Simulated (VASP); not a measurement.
Wanted: the native input for a VASP 6.6.1 run.

```yaml
Task: single point
Functional: PBEsol
Potentials_or_basis: VASP PAW PBE potentials, release 64 (N, B)
Cutoff: 520 eV
k_mesh: 12 × 12 × 6
Occupations: fermi-dirac, width 0.05 eV
Spin: no spin polarisation
Dipole_correction: no
Further_INCAR_settings: ALGO = Normal; EDIFF = 1e-06; NBANDS = 16
```

The structure of BN lies in POSCAR:

```
BN
1.0
    2.4831141459      0.0000000000      0.0000000000
   -1.2415570730      2.1504399308      0.0000000000
    0.0000000000      0.0000000000      4.1099014343
N B
2 2
Direct
    0.3333333333      0.6666666667      0.1255240622
    0.6666666667      0.3333333333      0.6255240622
    0.3333333333      0.6666666667      0.4994759378
    0.6666666667      0.3333333333      0.9994759378
```

The input as run:

INCAR

```
SYSTEM = BN
PREC = Accurate
ENCUT = 520
EDIFF = 1E-6
ISMEAR = -1
SIGMA = 0.05
LREAL = .FALSE.
LASPH = .TRUE.
NELM = 100
ALGO = Normal
ISIF = 2
LWAVE = .FALSE.
LCHARG = .TRUE.
GGA = PS
LELF = .TRUE.
LVHAR = .TRUE.
NBANDS = 16
```

KPOINTS

```
Automatic mesh
0
G
  12 12 6
  0 0 0
```

Potentials or basis: VASP PAW PBE potentials, release 64 (N, B).

Command:

```bash
$ cat potpaw_PBE.64/N/POTCAR potpaw_PBE.64/B/POTCAR > POTCAR
$ mpirun -np 1 vasp_std > vasp.out
```

It gave:

The pressure is 30.8 GPa. The band gap on the k mesh is 4.78 eV, indirect (least direct gap 8.53 eV).

Caveat: the PAW data sets were made with another functional, which shifts forces and pressure a little.

Run time: 32 s on 1 thread of Intel Xeon 8259CL, with other jobs on the host, peak memory 0.14 GiB.
